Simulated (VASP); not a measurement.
# ZrH4 (P-6m2) in VASP: a series of runs, part 2 of 2

VASP 6.6.1. The steps go on from the part before.

## (3) Relaxation of cell and atoms, PBE

This run uses another cell than the first one: it holds 5 atoms, not 10.

INCAR

```
SYSTEM = ZrH4
ALGO = Normal ; EDIFF = 1E-6
EDIFFG = -0.01 ; ENCUT = 600
GGA = PE ; IBRION = 2
ISIF = 3 ; ISMEAR = 0
LASPH = .TRUE. ; LCHARG = .FALSE.
LREAL = .FALSE. ; LWAVE = .FALSE.
NELM = 60 ; NSW = 100
PREC = Accurate ; SIGMA = 0.1
```

KPOINTS

```
k-points
0
G
  12 12 8
  0 0 0
```

POSCAR

```
ZrH4
1.0
    3.3472104517      0.0000000000      0.0000000000
   -1.6736052258      2.8987692830      0.0000000000
    0.0000000000      0.0000000000      4.1213407193
Zr H
1 4
Direct
    0.0000000000      0.0000000000      0.5000000000
    0.3333333333      0.6666666667      0.7347820130
    0.3333333333      0.6666666667      0.2652179870
    0.0000000000      0.0000000000      0.0000000000
    0.6666666667      0.3333333333      0.5000000000
```

Potentials or basis: VASP PAW PBE potentials, release 64 (Zr_sv, H).

The run is started by

```bash
$ cat potpaw_PBE.64/Zr_sv/POTCAR potpaw_PBE.64/H/POTCAR > POTCAR
$ mpirun -np 1 vasp_std > vasp.out
```

OUTCAR:

```text
SYSTEM = ZrH4
   EDIFF = 1E-6
   EDIFFG = -0.01
   ENCUT = 600
   GGA = PE
   IBRION = 2
   ISIF = 3
   ISMEAR = 0
   LASPH = .TRUE.
   LREAL = .FALSE.
   NELM = 60
   NSW = 100
   PREC = Accurate

 ion  position               nearest neighbor table
   1  0.000  0.000  0.500-   5 1.93   5 1.93   5 1.93   4 2.06   4 2.06   2 2.16   3 2.16   2 2.16
                             3 2.16   2 2.16   3 2.16
   2  0.333  0.667  0.735-   1 2.16   1 2.16   1 2.16
   3  0.333  0.667  0.265-   1 2.16   1 2.16   1 2.16
   4  0.000  0.000  0.000-   1 2.06   1 2.06
   5  0.667  0.333  0.500-   1 1.93   1 1.93   1 1.93

  LATTYP: Found a hexagonal cell.
 ALAT       =     3.3472104517
 C/A-ratio  =     1.2312762459

  Lattice vectors:

 A1 = (   3.3472104517,   0.0000000000,   0.0000000000)
 A2 = (  -1.6736052258,   2.8987692830,   0.0000000000)
 A3 = (   0.0000000000,   0.0000000000,   4.1213407193)

Analysis of symmetry for initial positions (statically):
=====================================================================
 Subroutine PRICEL returns:
 Original cell was already a primitive cell.

 Routine SETGRP: Setting up the symmetry group for a
 hexagonal supercell.

 Subroutine GETGRP returns: Found 12 space group operations
 (whereof 12 operations were pure point group operations)
 out of a pool of 24 trial point group operations.

The static configuration has the point symmetry D_3h.

Analysis of symmetry for dynamics (positions and initial velocities):
=====================================================================
 Subroutine PRICEL returns:
 Original cell was already a primitive cell.

 Routine SETGRP: Setting up the symmetry group for a
 hexagonal supercell.

 Subroutine GETGRP returns: Found 12 space group operations
 (whereof 12 operations were pure point group operations)
 out of a pool of 24 trial point group operations.

The dynamic configuration has the point symmetry D_3h.

 Subroutine INISYM returns: Found 12 space group operations
 (whereof 12 operations are pure point group operations),
 and found     1 'primitive' translations

----------------------------------------------------------------------------------------

                                     Primitive cell

  volume of cell :      39.9885

  direct lattice vectors                    reciprocal lattice vectors
     3.347210452  0.000000000  0.000000000     0.298756237  0.172486994  0.000000000
    -1.673605226  2.898769283  0.000000000     0.000000000  0.344973988  0.000000000
     0.000000000  0.000000000  4.121340719     0.000000000  0.000000000  0.242639488

  length of vectors
     3.347210452  3.347210452  4.121340719     0.344973988  0.344973988  0.242639488

  position of ions in fractional coordinates (direct lattice)
     0.000000000  0.000000000  0.500000000
     0.333333333  0.666666667  0.734782013
     0.333333333  0.666666667  0.265217987
     0.000000000  0.000000000  0.000000000
     0.666666667  0.333333333  0.500000000

  ion indices of the primitive-cell ions
   primitive index   ion index
                 1           1
                 2           2
                 3           3
                 4           4
                 5           5

----------------------------------------------------------------------------------------

[... 63 lines left out ...]
   ISPIN  =      1    spin polarized calculation?
   LNONCOLLINEAR =      F non collinear calculations
   LSORBIT =      F    spin-orbit coupling
   LASPH  =      T    aspherical Exc in radial PAW
   ENCUT  =  600.0 eV  44.10 Ry    6.64 a.u.   6.69  6.69  8.23*2*pi/ulx,y,z
   NELM   =     60;   NELMIN=  2; NELMDL= -5     # of ELM steps
   EDIFF  = 0.1E-05   stopping-criterion for ELM
   LREAL  =      F    real-space projection
   EDIFFG = -.1E-01   stopping-criterion for IOM
   NSW    =    100    number of steps for IOM
   IBRION =      2    ionic relax: 0-MD 1-quasi-New 2-CG
   NFREE  =      1    steps in history (QN), initial steepest desc. (CG)
   ISIF   =      3    stress and relaxation
   ISYM   =      2    0-nonsym 1-usesym 2-fastsym
   POTIM  = 0.5000    time-step for ionic-motion
   TEBEG  =    0.0;   TEEND  =   0.0 temperature during run
   PSTRESS=    0.0 pullay stress
   NELECT =      16.0000    total number of electrons
   NUPDOWN=      -1.0000    fix difference up-down
   EMIN   =  10.00;   EMAX   =-10.00  energy-range for DOS
   EFERMI =   0.00;   METHOD = LEGACY
   ISMEAR =     0;   SIGMA  =   0.10  broadening in eV -4-tet -1-fermi 0-gaus
   EFERMI_NEDOS =   21; number of points for ismear=-14 and -15
   IALGO  =     38    algorithm
   IMIX   =      4    mixing-type and parameters
     AMIX     =   0.40;   BMIX     =  1.00
     AMIX_MAG =   1.60;   BMIX_MAG =  1.00
  volume/ion in A,a.u.               =       8.00        53.97
  Fermi-wavevector in a.u.,A,eV,Ry     =   1.206340  2.279652 19.799966  1.455256
  Thomas-Fermi vector in A             =   2.342010
   LORBIT       =      0    0 simple, 1 ext, 2 COOP (PROOUT), +10 PAW based schemes
   GGA     = PE    functional components
   LHFCALC =     F    Hartree Fock is set to
   AEXX    =    0.0000 exact exchange contribution
   IVDW    =     0    specifies the selected vdW correction
   LEPSILON=     F    determine dielectric tensor
   LRPA    =     F    only Hartree local field effects (RPA)
 conjugate gradient relaxation of ions
 non-spin polarized calculation
 Gauss-broadening in eV      SIGMA  =   0.10
  energy-cutoff  :      600.00
  volume of cell :       39.99
 maximum number of plane-waves:      1373
 NGX is ok and might be reduce to    28

--------------------------------------- Ionic step        1  -------------------------------------------

 number of electron      16.0000000 magnetization

 Free energy of the ion-electron system (eV)
  ---------------------------------------------------
  ext. energy  EPLUGINS =         0.00000000
  ---------------------------------------------------
  free energy    TOTEN  =       -23.05286682 eV

  energy without entropy =      -23.05165726  energy(sigma->0) =      -23.05226204

------------------------ aborting loop because EDIFF is reached ----------------------------------------

  FORCE on cell =-STRESS in cart. coord.  units (eV):
  Direction    XX          YY          ZZ          XY          YZ          ZX
  --------------------------------------------------------------------------------------
  -------------------------------------------------------------------------------------
  Total        0.2339588      0.2339588     -0.2084515      0.0000000     -0.0000000      0.0000000
  in kB        9.3737791      9.3737791     -8.3518046      0.0000000     -0.0000000      0.0000000
  external PRESSURE =       3.4652512 kB  Pullay stress =       0.0000000 kB
[... 182 lines left out ...]
--------------------------------------- Ionic step        6  -------------------------------------------

 number of electron      16.0000000 magnetization

 Free energy of the ion-electron system (eV)
  ---------------------------------------------------
  ext. energy  EPLUGINS =         0.00000000
  ---------------------------------------------------
  free energy    TOTEN  =       -23.05550844 eV

  energy without entropy =      -23.05423047  energy(sigma->0) =      -23.05486946

 E-fermi :   4.8007     XC(G=0): -10.0706

 val. band max:        4.7877049002   @ k =   0.3333   0.3333   0.2500
 cond. band min:       4.9382939515   @ k =   0.0000   0.0000   0.0000
 fundamental gap:      0.1505890513
 Fermi energy:         4.8006511062

 k-point     1 :       0.0000    0.0000    0.0000
  band No.  band energies     occupation
      1     -44.3982      2.00000
      2     -22.3138      2.00000
      3     -22.2142      2.00000
      4     -22.2142      2.00000
      5      -4.3935      2.00000
      6      -0.0762      2.00000
      7       4.0259      2.00000
      8       4.9383      0.05159
      9       4.9383      0.05159
     10       5.2062      0.00000
     11       7.8615      0.00000
     12       7.8615      0.00000
[... 331 lines left out ...]
 k-point    24 :       0.3333   -0.0000    0.1250
  band No.  band energies     occupation
      1     -44.3511      2.00000
      2     -22.6749      2.00000
      3     -22.3061      2.00000
      4     -22.2624      2.00000
      5      -2.1996      2.00000
      6       0.0150      2.00000
      7       1.3360      2.00000
      8       2.4953      2.00000
      9       7.1907      0.00000
     10       7.3152      0.00000
     11       9.1762      0.00000
     12      10.1153      0.00000

 [... further k-points ...]

------------------------ aborting loop because EDIFF is reached ----------------------------------------

  FORCE on cell =-STRESS in cart. coord.  units (eV):
  Direction    XX          YY          ZZ          XY          YZ          ZX
  --------------------------------------------------------------------------------------
  -------------------------------------------------------------------------------------
  Total        0.0063781      0.0063781      0.0332264      0.0000000      0.0000000      0.0000000
  in kB        0.2546883      0.2546883      1.3267911      0.0000000      0.0000000      0.0000000
  external PRESSURE =       0.6120559 kB  Pullay stress =       0.0000000 kB
[... 20 lines left out ...]
  FREE ENERGIE OF THE ION-ELECTRON SYSTEM (eV)
  ---------------------------------------------------
  free  energy   TOTEN  =       -23.0555084437 eV

  energy  without entropy=      -23.0542304670  energy(sigma->0) =      -23.05486946

 reached required accuracy - stopping structural energy minimisation
```

CONTCAR:

```text
ZrH4
   1.00000000000000
     3.3584476629837998    0.0000000000001925    0.0000000000000000
    -1.6792238314415653    2.9085009934395183   -0.0000000000000000
     0.0000000000000000   -0.0000000000000000    4.1075565487308587
  Zr              H
     1     4
Direct
     0.0000000000000000    0.0000000000000000    0.5000000000000000
     0.3333333332999970    0.6666666667000030    0.7308506468556326
     0.3333333332999970    0.6666666667000030    0.2691493531443674
     0.0000000000000000    0.0000000000000000    1.0000000000000000
     0.6666666667000030    0.3333333332999970    0.5000000000000000

  0.00000000E+00  0.00000000E+00  0.00000000E+00
  0.00000000E+00  0.00000000E+00  0.00000000E+00
  0.00000000E+00  0.00000000E+00  0.00000000E+00
  0.00000000E+00  0.00000000E+00  0.00000000E+00
  0.00000000E+00  0.00000000E+00  0.00000000E+00
```

Run time: 1.8 min. Hardware: 1 thread of Intel Xeon Platinum 8488C (Sapphire Rapids), shared host; peak memory 0.22 GiB.

Results:

```yaml
Free_energy: -23.0555 eV
Relaxed_volume: 8.02 Å³/atom
Relaxed_cell: a = 3.358 Å, b = 3.358 Å, c = 4.108 Å, α = 90.00°, β = 90.00°, γ = 120.00°
Space_group_after_relaxing_to_0.1_Å: P-6m2 (No. 187)
Energy_gained_by_relaxing: 0.5 meV/atom
Ionic_steps: 6
Pressure_after_relaxing: 0.1 GPa
Band_gap_on_the_k_mesh: zero (bands 8 and 9 overlap by 1.26 eV)
```

Forces on the atoms (eV/Å):
```
Zr   0.000  0.000  0.000
H    0.000  0.000 -0.003
H    0.000  0.000  0.003
H    0.000  0.000  0.000
H    0.000  0.000  0.000
```

The path:
```
step  energy change (eV)  largest force (eV/Å)  pressure (GPa)  volume (Å³)
   1              0.0000                0.0932            0.35        39.99
   2             -0.0017                0.0695            0.02        40.09
   3             -0.0022                0.0472           -0.26        40.18
   4             -0.0025                0.0217           -0.02        40.12
   5             -0.0026                0.0054            0.15        40.08
   6             -0.0026                0.0026            0.06        40.12
```

Final structure:
```
Zr H
1.0
     3.35845    0.00000    0.00000
    -1.67922    2.90850    0.00000
     0.00000    0.00000    4.10756
Zr H
1 4
Direct
  0.00000 0.00000 0.50000
  0.33333 0.66667 0.73085
  0.33333 0.66667 0.26915
  0.00000 0.00000 0.00000
  0.66667 0.33333 0.50000
```
